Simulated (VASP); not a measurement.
Here is a VASP 6.6.1 calculation.

File INCAR:

```
SYSTEM = TePb
  ALGO = Normal
  EDIFF = 1E-6
  ENCUT = 520
  GGA = PE
  ISIF = 2
  ISMEAR = 0
  LASPH = .True.
  LCHARG = .False.
  LREAL = .False.
  LWAVE = .False.
  NBANDS = 17
  NELM = 60
  PREC = Accurate
  SIGMA = 0.05
```

Contents of KPOINTS:

```
k-points
0
Gamma
  6 6 6
  0 0 0
```

POSCAR

```
TePb
1.0
    0.0000000000      3.2270013417      3.2270013417
    3.2270013417      0.0000000000      3.2270013417
    3.2270013417      3.2270013417      0.0000000000
Pb Te
1 1
Direct
    0.5000000000      0.5000000000      0.5000000000
    0.0000000000      0.0000000000      0.0000000000
```

Potentials or basis: VASP PAW PBE potentials, release 64 (Pb_d, Te).

Command:

```console
$ cat potpaw_PBE.64/Pb_d/POTCAR potpaw_PBE.64/Te/POTCAR > POTCAR
$ mpirun -np 1 vasp_std > vasp.out
```

(1) What does it give for the band gap on the k mesh?

(2) Predict the pressure.

Results:

(1) 0.73 eV.

(2) 2.3 GPa.

Caveat: spin-orbit coupling is left out, which moves the levels of the heavy elements.
